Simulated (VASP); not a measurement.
# Si2Ni (Fm-3m) in VASP: single point with PBEsol

Aim: the single point of Si2Ni with PBEsol.

All numbers are computed with VASP 6.6.1; they aren't measurements. Logs are shortened: lines on timing, memory, paths and dates and some standing lists are left out, and cuts for length are marked.

## Step 1: The cell of the first run

The structure is cubic, space group Fm-3m (No. 225). The conventional cell has a = 5.391 Å, b = 5.391 Å, c = 5.391 Å, α = 90.00°, β = 90.00°, γ = 90.00°. Si (site symmetry -43m) has 4 Ni at 2.33 Å and 6 Si at 2.70 Å within 3.1 Å. Ni (site symmetry m-3m) has 8 Si at 2.33 Å within 3.1 Å.

## Step 2: Single point, PBEsol

Contents of POSCAR:

```
Si2Ni
1.0
    0.0000000000      2.6956709847      2.6956709847
    2.6956709847      0.0000000000      2.6956709847
    2.6956709847      2.6956709847      0.0000000000
Si Ni
2 1
Direct
    0.2500000000      0.2500000000      0.2500000000
    0.7500000000      0.7500000000      0.7500000000
    0.0000000000      0.0000000000      0.0000000000
```

Contents of INCAR.step1:

```
SYSTEM = Si2Ni
PREC = Accurate
ENCUT = 520
EDIFF = 1E-6
ISMEAR = 0
SIGMA = 0.1
LREAL = .False.
LASPH = .True.
NELM = 100
ALGO = Normal
ISIF = 2
LWAVE = .False.
LCHARG = .True.
LMAXMIX = 4
GGA = PS
NBANDS = 16
```

Contents of KPOINTS.step1:

```
regular mesh
0
Gamma
  14 14 14
  0 0 0
```

Contents of INCAR.step2:

```
SYSTEM = Si2Ni
PREC = Accurate
ENCUT = 520
EDIFF = 1E-6
ISMEAR = -5
SIGMA = 0.1
LREAL = .False.
LASPH = .True.
NELM = 100
ALGO = Normal
ISIF = 2
LWAVE = .False.
LCHARG = .False.
LMAXMIX = 4
GGA = PS
LORBIT = 10
NEDOS = 2001
ICHARG = 11
```

Contents of KPOINTS.step2:

```
regular mesh
0
Gamma
  21 21 21
  0 0 0
```

Potentials or basis: VASP PAW PBE potentials, release 64 (Si, Ni).

The run is started by

```console
$ cat potpaw_PBE.64/Si/POTCAR potpaw_PBE.64/Ni/POTCAR > POTCAR
$ cp INCAR.step1 INCAR
$ cp KPOINTS.step1 KPOINTS
$ mpirun -np 1 vasp_std > vasp.out
$ cp INCAR.step2 INCAR
$ cp KPOINTS.step2 KPOINTS
$ mpirun -np 1 vasp_std > vasp.out
```

OUTCAR:

```text
SYSTEM = Si2Ni
   PREC = Accurate
   ENCUT = 520
   EDIFF = 1E-6
   ISMEAR = -5
   LREAL = .False.
   LASPH = .True.
   NELM = 100
   ISIF = 2
   GGA = PS
   LORBIT = 10
   ICHARG = 11

 ion  position               nearest neighbor table
   1  0.250  0.250  0.250-   3 2.33   3 2.33   3 2.33   3 2.33   2 2.70   2 2.70   2 2.70   2 2.70
                             2 2.70   2 2.70
   2  0.750  0.750  0.750-   3 2.33   3 2.33   3 2.33   3 2.33   1 2.70   1 2.70   1 2.70   1 2.70
                             1 2.70   1 2.70
   3  0.000  0.000  0.000-   2 2.33   2 2.33   2 2.33   1 2.33   2 2.33   1 2.33   1 2.33   1 2.33

  LATTYP: Found a face centered cubic cell.
 ALAT       =     5.3913419694

  Lattice vectors:

 A1 = (   0.0000000000,   2.6956709847,   2.6956709847)
 A2 = (   2.6956709847,   0.0000000000,   2.6956709847)
 A3 = (   2.6956709847,   2.6956709847,   0.0000000000)

Analysis of symmetry for initial positions (statically):
=====================================================================
 Subroutine PRICEL returns:
 Original cell was already a primitive cell.

 Routine SETGRP: Setting up the symmetry group for a
 face centered cubic supercell.

 Subroutine GETGRP returns: Found 48 space group operations
 (whereof 48 operations were pure point group operations)
 out of a pool of 48 trial point group operations.

The static configuration has the point symmetry O_h .

Analysis of symmetry for dynamics (positions and initial velocities):
=====================================================================
 Subroutine PRICEL returns:
 Original cell was already a primitive cell.

 Routine SETGRP: Setting up the symmetry group for a
 face centered cubic supercell.

 Subroutine GETGRP returns: Found 48 space group operations
 (whereof 48 operations were pure point group operations)
 out of a pool of 48 trial point group operations.

The dynamic configuration has the point symmetry O_h .

 Subroutine INISYM returns: Found 48 space group operations
 (whereof 48 operations are pure point group operations),
 and found     1 'primitive' translations

----------------------------------------------------------------------------------------

                                     Primitive cell

  volume of cell :      39.1770

  direct lattice vectors                    reciprocal lattice vectors
     0.000000000  2.695670985  2.695670985    -0.185482577  0.185482577  0.185482577
     2.695670985  0.000000000  2.695670985     0.185482577 -0.185482577  0.185482577
     2.695670985  2.695670985  0.000000000     0.185482577  0.185482577 -0.185482577

  length of vectors
     3.812254466  3.812254466  3.812254466     0.321265247  0.321265247  0.321265247

  position of ions in fractional coordinates (direct lattice)
     0.250000000  0.250000000  0.250000000
     0.750000000  0.750000000  0.750000000
     0.000000000  0.000000000  0.000000000

  ion indices of the primitive-cell ions
   primitive index   ion index
                 1           1
                 2           2
                 3           3

----------------------------------------------------------------------------------------

 KPOINTS: regular mesh

Automatic generation of k-mesh.
 Grid dimensions read from file:
 generate k-points for:   21   21   21

 Generating k-lattice:

  Cartesian coordinates                     Fractional coordinates (reciprocal lattice)
    -0.008832504  0.008832504  0.008832504     0.047619048  0.000000000  0.000000000
     0.008832504 -0.008832504  0.008832504     0.000000000  0.047619048  0.000000000
     0.008832504  0.008832504 -0.008832504     0.000000000  0.000000000  0.047619048

  Length of vectors
     0.015298345  0.015298345  0.015298345

  Shift w.r.t. Gamma in fractional coordinates (k-lattice)
     0.000000000  0.000000000  0.000000000

 TETIRR: Found   1276 inequivalent tetrahedra from    55566

 Subroutine IBZKPT returns following result:
 ===========================================

 Found    286 irreducible k-points:

 Following reciprocal coordinates:
            Coordinates               Weight
  0.000000  0.000000  0.000000      1.000000
  0.047619  0.000000  0.000000      8.000000
  0.095238  0.000000  0.000000      8.000000
  0.142857  0.000000  0.000000      8.000000
  0.190476  0.000000  0.000000      8.000000
  0.238095  0.000000  0.000000      8.000000
[... 16 lines left out ...]
 -0.428571  0.047619  0.000000     24.000000
 -0.380952  0.047619  0.000000     24.000000
 [... further k-points ...]
   k-points           NKPTS =    286   k-points in BZ     NKDIM =    286   number of bands    NBANDS=     13
   number of dos      NEDOS =   2001   number of ions     NIONS =      3
   total plane-waves  NPLWV =  21952
   dimension x,y,z NGX =    28 NGY =   28 NGZ =   28
   dimension x,y,z NGXF=    56 NGYF=   56 NGZF=   56
   ions per type =               2   1
   NGX,Y,Z   is equivalent  to a cutoff of  12.21, 12.21, 12.21 a.u.
   NGXF,Y,Z  is equivalent  to a cutoff of  24.42, 24.42, 24.42 a.u.
 SYSTEM =  Si2Ni
   PREC   = accura    normal or accurate (medium, high low for compatibility)
   ISTART =      0    job   : 0-new  1-cont  2-samecut
   ICHARG =     11    charge: 1-file 2-atom 10-const
   ISPIN  =      1    spin polarized calculation?
   LNONCOLLINEAR =      F non collinear calculations
   LSORBIT =      F    spin-orbit coupling
   LASPH  =      T    aspherical Exc in radial PAW
   ENCUT  =  520.0 eV  38.22 Ry    6.18 a.u.   7.09  7.09  7.09*2*pi/ulx,y,z
   NELM   =    100;   NELMIN=  2; NELMDL=  0     # of ELM steps
   EDIFF  = 0.1E-05   stopping-criterion for ELM
   LREAL  =      F    real-space projection
   EDIFFG = 0.1E-04   stopping-criterion for IOM
   NSW    =      0    number of steps for IOM
   IBRION =     -1    ionic relax: 0-MD 1-quasi-New 2-CG
   NFREE  =      0    steps in history (QN), initial steepest desc. (CG)
   ISIF   =      2    stress and relaxation
   ISYM   =      2    0-nonsym 1-usesym 2-fastsym
   POTIM  = 0.5000    time-step for ionic-motion
   TEBEG  =    0.0;   TEEND  =   0.0 temperature during run
   PSTRESS=    0.0 pullay stress
   NELECT =      18.0000    total number of electrons
   NUPDOWN=      -1.0000    fix difference up-down
   EMIN   =  10.00;   EMAX   =-10.00  energy-range for DOS
   EFERMI =   0.00;   METHOD = LEGACY
   ISMEAR =    -5;   SIGMA  =   0.10  broadening in eV -4-tet -1-fermi 0-gaus
   EFERMI_NEDOS =   21; number of points for ismear=-14 and -15
   IALGO  =     38    algorithm
   IMIX   =      4    mixing-type and parameters
     AMIX     =   0.40;   BMIX     =  1.00
     AMIX_MAG =   1.60;   BMIX_MAG =  1.00
  volume/ion in A,a.u.               =      13.06        88.13
  Fermi-wavevector in a.u.,A,eV,Ry     =   1.263248  2.387193 21.712132  1.595797
  Thomas-Fermi vector in A             =   2.396615
   LORBIT       =     10    0 simple, 1 ext, 2 COOP (PROOUT), +10 PAW based schemes
   GGA     = PS    functional components
   LHFCALC =     F    Hartree Fock is set to
   AEXX    =    0.0000 exact exchange contribution
   IVDW    =     0    specifies the selected vdW correction
   LEPSILON=     F    determine dielectric tensor
   LRPA    =     F    only Hartree local field effects (RPA)
 non-spin polarized calculation
 Fermi weights with tetrahedron method with Bloechl corrections
  energy-cutoff  :      520.00
  volume of cell :       39.18
 maximum number of plane-waves:      1067

 number of electron      17.9999996 magnetization

 Free energy of the ion-electron system (eV)
  ---------------------------------------------------
  ext. energy  EPLUGINS =         0.00000000
  ---------------------------------------------------
  free energy    TOTEN  =       -18.98137102 eV

  energy without entropy =      -18.98137102  energy(sigma->0) =      -18.98137102

 E-fermi :  10.5013     XC(G=0): -11.7355

 val. band max:       10.5016125633   @ k =   0.2857   0.1905   0.0952
 cond. band min:      10.4357994616   @ k =   0.2381   0.0000   0.0000
 fundamental gap:     -0.0658131018
 Fermi energy:        10.5012864772

 k-point     1 :       0.0000    0.0000    0.0000
  band No.  band energies     occupation
      1      -3.4485      2.00000
      2       5.2169      2.00000
      3       5.2169      2.00000
      4       5.2169      2.00000
      5       6.9225      2.00000
      6       6.9225      2.00000
      7      10.2778      2.00000
      8      12.2102      0.00000
      9      12.2102      0.00000
     10      12.2102      0.00000
     11      12.7233      0.00000
     12      12.7233      0.00000
     13      12.7233      0.00000

 k-point     2 :       0.0476    0.0000    0.0000
  band No.  band energies     occupation
      1      -3.4146      2.00000
      2       5.1488      2.00000
      3       5.2278      2.00000
      4       5.2278      2.00000
      5       6.9157      2.00000
      6       6.9157      2.00000
      7      10.2448      2.00000
      8      11.6281      0.00000
      9      11.9643      0.00000
     10      11.9643      0.00000
     11      12.9806      0.00000
     12      12.9806      0.00000
     13      13.3733      0.00000
[... 321 lines left out ...]
 k-point    23 :      -0.4286    0.0476    0.0000
  band No.  band energies     occupation
      1      -0.6245      2.00000
      2       0.9425      2.00000
      3       5.5656      2.00000
      4       5.6623      2.00000
      5       6.7318      2.00000
      6       7.0047      2.00000
      7       7.1060      2.00000
      8       8.8641      2.00000
      9       9.1558      2.00000
     10      11.8830      0.00000
     11      12.3481      0.00000
     12      12.8055      0.00000
     13      13.4370      0.00000

 k-point    24 :      -0.3810    0.0476    0.0000
  band No.  band energies     occupation
      1      -1.1530      2.00000
      2       1.5848      2.00000
      3       5.5321      2.00000
      4       5.6603      2.00000
      5       6.8784      2.00000
      6       6.9053      2.00000
      7       7.0627      2.00000
      8       8.9946      2.00000
      9       9.4327      2.00000
     10      11.9605      0.00000
     11      12.3563      0.00000
     12      12.7267      0.00000
     13      13.6007      0.00000

 [... further k-points ...]

------------------------ aborting loop because EDIFF is reached ----------------------------------------

  FORCE on cell =-STRESS in cart. coord.  units (eV):
  Direction    XX          YY          ZZ          XY          YZ          ZX
  --------------------------------------------------------------------------------------
  -------------------------------------------------------------------------------------
  Total       -0.5569313     -0.5569313     -0.5569313      0.0000000      0.0000000     -0.0000000
  in kB      -22.7762170    -22.7762170    -22.7762170      0.0000000      0.0000000     -0.0000000
  external PRESSURE =     -22.7762170 kB  Pullay stress =       0.0000000 kB

 VOLUME and BASIS-vectors are now :
 -----------------------------------------------------------------------------
  energy-cutoff  :      520.00
  volume of cell :       39.18
      direct lattice vectors                 reciprocal lattice vectors
     0.000000000  2.695670985  2.695670985    -0.185482577  0.185482577  0.185482577
     2.695670985  0.000000000  2.695670985     0.185482577 -0.185482577  0.185482577
     2.695670985  2.695670985  0.000000000     0.185482577  0.185482577 -0.185482577

 POSITION                                       TOTAL-FORCE (eV/Angst)
 -----------------------------------------------------------------------------------
      1.34784      1.34784      1.34784        -0.000000      0.000000      0.000000
      4.04351      4.04351      4.04351         0.000000     -0.000000     -0.000000
      0.00000      0.00000      0.00000         0.000000      0.000000      0.000000
 -----------------------------------------------------------------------------------
    total drift:                               -0.000000     -0.000000      0.000000

  FREE ENERGIE OF THE ION-ELECTRON SYSTEM (eV)
  ---------------------------------------------------
  free  energy   TOTEN  =       -18.9813710179 eV

  energy  without entropy=      -18.9813710179  energy(sigma->0) =      -18.98137102

 total charge

# of ion       s       p       d       tot
------------------------------------------
    1        0.738   0.849   0.000   1.587
    2        0.738   0.849   0.000   1.587
    3        0.569   0.820   8.457   9.846
--------------------------------------------------
tot          2.046   2.518   8.457  13.021
```

Wall time 3.8 min (1 thread of Intel Xeon 8259CL, shared host); peak memory 0.27 GiB.

Results:

```yaml
Valence_electrons_inside_the_program's_atomic_spheres: Si 1.59; Ni 9.85
```

Levels at points of the mesh, in eV from the Fermi level:
| k point | band 5 | band 6 | band 7 | band 8 | band 9 | band 10 | band 11 | band 12 | band 13 |
| --- | --- | --- | --- | --- | --- | --- | --- | --- | --- |
| (0.00, 0.00, 0.00) | -3.58 | -3.58 | -0.22 | 1.71 | 1.71 | 1.71 | 2.22 | 2.22 | 2.22 |

Caveat: the PAW data sets were made with another functional, which shifts forces and pressure a little; tetrahedron occupations give inexact forces and stress in metals.
